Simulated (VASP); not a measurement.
Set up this calculation in VASP 6.6.1, as the native input.

```
Task                   : single point
Functional             : PBE
Potentials or basis    : VASP PAW PBE potentials, release 64 (Hg, H)
Cutoff                 : 520 eV
k mesh                 : 12 × 12 × 14
Occupations            : gaussian, width 0.1 eV
Spin                   : no spin polarisation
Dipole correction      : no
Further INCAR settings : ALGO = Normal; EDIFF = 1e-06; NBANDS = 14
```

The structure of HgH2 lies in POSCAR:

```
HgH2
1.0
    3.7362779640      0.0000000000      0.0000000000
    0.0000000000      3.7362779640      0.0000000000
    0.0000000000      0.0000000000      3.3314214270
Hg H
1 2
Direct
    0.5000000000      0.5000000000      0.5000000000
    0.5000000000      0.0000000000      0.5000000000
    0.0000000000      0.5000000000      0.5000000000
```

One way to write it, as run:

INCAR

```
PREC     = Accurate       # precision mode
ENCUT    = 520            # plane-wave cutoff, eV
EDIFF    = 1E-6           # SCF threshold, eV
ISMEAR   = 0              # smearing method
SIGMA    = 0.1            # smearing width, eV
LREAL    = F              # projectors in reciprocal space
LASPH    = T              # aspherical terms in the spheres
NELM     = 80             # most SCF steps
ALGO     = Normal         # electronic algorithm
ISIF     = 2              # what is computed and relaxed
LWAVE    = F              # write WAVECAR
LCHARG   = F              # write CHGCAR
GGA      = PE             # functional
NBANDS   = 14             # bands
```

KPOINTS

```
regular mesh
0
Gamma
  12 12 14
```

Potentials or basis: VASP PAW PBE potentials, release 64 (Hg, H).

The run is started by

```bash
$ cat potpaw_PBE.64/Hg/POTCAR potpaw_PBE.64/H/POTCAR > POTCAR
$ mpirun -np 1 vasp_std > vasp.out
```

It gave:

* Pressure: 0.2 GPa
* Band gap on the k mesh: zero (band 7 reaches 3.12 eV, above the bottom of band 8 at -3.26 eV)

Caveat: spin-orbit coupling is left out, which moves the levels of the heavy elements.

It took 52 s on 1 thread of AMD EPYC 9R45 96-Core Processor (Zen 5), with other jobs on the host, peak memory 0.24 GiB.
